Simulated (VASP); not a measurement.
**BN: single point with PBEsol**

Crystal: BN.

```
B N
1.0
     2.43151    0.00000    0.00000
    -1.21575    2.10575    0.00000
     0.00000    0.00000    7.12888
B N
2 2
Direct
  0.00000 0.00000 0.50000
  0.33333 0.66667 0.00000
  0.00000 0.00000 0.00000
  0.66667 0.33333 0.50000
```

This cell differs from its parent crystal: ratio of the length along z to the lengths across it x 1.1, volume and fractional coordinates fixed.

```yaml
Program: VASP 6.6.1
Task: single point
Functional: PBEsol
Potentials_or_basis: VASP PAW PBE potentials, release 64 (B, N)
Cutoff: 520 eV
k_mesh: 12 × 12 × 4
Occupations: gaussian, width 0.05 eV
Spin: no spin polarisation
```

```json
{
 "Pressure": "22.8 GPa",
 "Band gap on the k mesh": "4.51 eV, indirect (least direct gap 4.74 eV)"
}
```

Stress tensor (GPa, compression positive):
```
34.30  0.00  0.00
 0.00 34.30  0.00
 0.00  0.00 -0.30
```

Levels at points of the mesh, in eV from the valence-band top:
```tsv
k point	band 4	band 5	band 6	band 7	band 8	band 9	band 10	band 11	band 12	band 13
(0.00, 0.00, 0.00)	-5.02	-1.24	-1.24	-1.19	-1.19	4.60	9.39	12.25	12.25	12.31
(0.50, 0.00, 0.00)	-9.23	-4.30	-4.25	-1.26	-0.86	4.51	5.38	10.34	10.58	12.78
(0.00, 0.00, 0.50)	-5.80	-1.24	-1.24	-1.19	-1.19	6.65	6.66	12.26	12.26	12.30
(0.50, 0.00, 0.50)	-9.26	-4.30	-4.25	-1.06	-1.01	4.78	4.81	10.68	10.70	13.44
```

Run time: 18 s on 1 thread of Intel(R) Xeon(R) 6975P-C (Granite Rapids), on a shared host, peak memory 0.15 GiB.

Caveat: the PAW data sets were made with another functional, which shifts forces and pressure a little; this functional lacks dispersion, which binds the layers, so the pressure and a relaxed spacing across them are unreliable. A k mesh can miss the band edges.
